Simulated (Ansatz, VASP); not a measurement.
## Yb in VASP and in Ansatz

The input POSCAR:

```
Yb
1.0
    3.4191433952      0.0000000000      0.0000000000
    0.0000000000      3.4191433952      0.0000000000
    0.0000000000      0.0000000000      3.4191433952
Yb
1
Direct
    0.0000000000      0.0000000000      0.0000000000
```

File INCAR.step1:

```
SYSTEM = Yb
  PREC = Accurate
  ENCUT = 520
  ISMEAR = -1
  SIGMA = 0.1
  LREAL = .False.
  LASPH = .True.
  NELM = 100
  NBANDS = 18
  GGA = PE
  ALGO = Normal
  EDIFF = 1E-4
  LWAVE = .True.
  LCHARG = .False.
```

INCAR.step2

```
SYSTEM = Yb
  PREC = Accurate
  ENCUT = 520
  EDIFF = 1E-7
  ISMEAR = -1
  SIGMA = 0.1
  LREAL = .False.
  LASPH = .True.
  NELM = 100
  ALGO = Normal
  ISIF = 2
  LWAVE = .False.
  LCHARG = .False.
  METAGGA = R2SCAN
  LMIXTAU = .True.
  NBANDS = 18
  ISTART = 1
```

The input KPOINTS:

```
regular mesh
0
Gamma
  11 11 11
  0 0 0
```

Input for Ansatz:

```yaml
crystal:
  lattice:
    - [3.4191433952, 0.0, 0.0]
    - [0.0, 3.4191433952, 0.0]
    - [0.0, 0.0, 3.4191433952]
  atoms:
    - { symbol: Yb, position: [0.0, 0.0, 0.0] }
hamiltonian:
  xc: r2scan
  pseudopotentials:
    kind: paw
    azcp:
      Yb: "pseudopotentials/Yb.paw.azcp"
basis:
  ecutwfc: 500
  fft_grid_basis: typed
kpoints:
  mp_grid: { grid: [11, 11, 11], shift: [0, 0, 0] }
magnetization:
  spin_polarized: false
scf:
  occupations: { method: fermi_dirac, width: 0.1 }
  lower_state_search: "off"
output:
  stress: true
```

Alike in both runs: task single point; functional r2SCAN; k mesh 11 × 11 × 11; occupations fermi-dirac, width 0.1 eV; no spin polarisation.

```csv
,VASP,Ansatz
version,VASP 6.6.1,Ansatz 0.2.0
potentials or method,"VASP PAW PBE potentials, release 64 (Yb), cutoff 520 eV","plane waves (500 eV) with PAW, scalar-relativistic"
valence electrons in the cell,24,24
```

Ansatz gave:

| Quantity | Value |
| --- | --- |
| pressure (GPa) | -1.2 |

Question: Which values does VASP return?

Answer: Pressure (GPa): -1.5.

VASP's potentials were made for PBE, not for r2SCAN.

Neither program's run includes spin-orbit coupling.
